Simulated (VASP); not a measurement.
SnO2: single point with LDA

SnO2:

```
CELL_PARAMETERS angstrom
4.74199 0.00000 0.00000
0.00000 4.74291 0.00000
0.00000 0.00000 3.19547
ATOMIC_POSITIONS crystal
Sn 0.50000 0.50000 0.50000
Sn 0.00000 0.00000 0.00000
O 0.30604 0.30639 0.00000
O 0.80604 0.19361 0.50000
O 0.19396 0.80639 0.50000
O 0.69396 0.69361 0.00000
```

| Quantity | Value |
| --- | --- |
| Program | VASP 6.6.1 |
| Task | single point |
| Functional | LDA |
| Potentials or basis | VASP PAW LDA potentials, release 64 (Sn_d, O) |
| Cutoff | 520 eV |
| k mesh | 6 × 6 × 8 |
| Occupations | gaussian, width 0.02 eV |
| Spin | no spin polarisation |
| Dipole correction | no |
| Further INCAR settings | ALGO = Normal; EDIFF = 1e-06; NBANDS = 35 |

```
Pressure               : -1.0 GPa
Largest force          : 0.020 eV/Å
Band gap on the k mesh : 1.09 eV, direct
```

Forces in eV/Å, atoms in the order of the input:
```
Sn   0.000  0.000  0.000
Sn   0.000  0.000  0.000
O   -0.013 -0.014  0.000
O   -0.013  0.014  0.000
O    0.013 -0.014  0.000
O    0.013  0.014  0.000
```

Stress tensor (GPa, compression positive):
```
-1.12  0.00  0.00
 0.00 -1.13  0.00
 0.00  0.00 -0.61
```

Levels at points of the mesh, in eV from the valence-band top:
| k point | band 23 | band 24 | band 25 | band 26 | band 27 | band 28 | band 29 | band 30 |
| --- | --- | --- | --- | --- | --- | --- | --- | --- |
| (0.00, 0.00, 0.00) | -1.28 | -0.80 | -0.80 | 0.00 | 1.09 | 5.89 | 6.04 | 6.04 |
| (0.50, 0.00, 0.00) | -1.24 | -1.24 | -0.65 | -0.65 | 4.25 | 4.25 | 6.79 | 6.79 |
| (0.00, 0.50, 0.00) | -1.24 | -1.24 | -0.65 | -0.65 | 4.25 | 4.25 | 6.79 | 6.79 |
| (0.50, 0.50, 0.00) | -1.36 | -1.36 | -0.91 | -0.91 | 4.64 | 4.64 | 7.26 | 7.26 |
| (0.00, 0.00, 0.50) | -1.70 | -1.70 | -1.27 | -1.27 | 5.96 | 5.96 | 9.46 | 9.46 |
| (0.50, 0.00, 0.50) | -1.12 | -1.12 | -0.73 | -0.73 | 6.24 | 6.24 | 7.81 | 7.81 |
| (0.00, 0.50, 0.50) | -1.13 | -1.13 | -0.73 | -0.73 | 6.24 | 6.24 | 7.80 | 7.80 |
| (0.50, 0.50, 0.50) | -0.99 | -0.99 | -0.84 | -0.84 | 4.63 | 4.63 | 8.59 | 8.59 |

Run time: 73 s on 1 thread of Intel(R) Xeon(R) Platinum 8488C (Sapphire Rapids) (shared host), peak memory 0.26 GiB.

Caveat: spin-orbit coupling is left out, which moves the levels of the heavy elements.
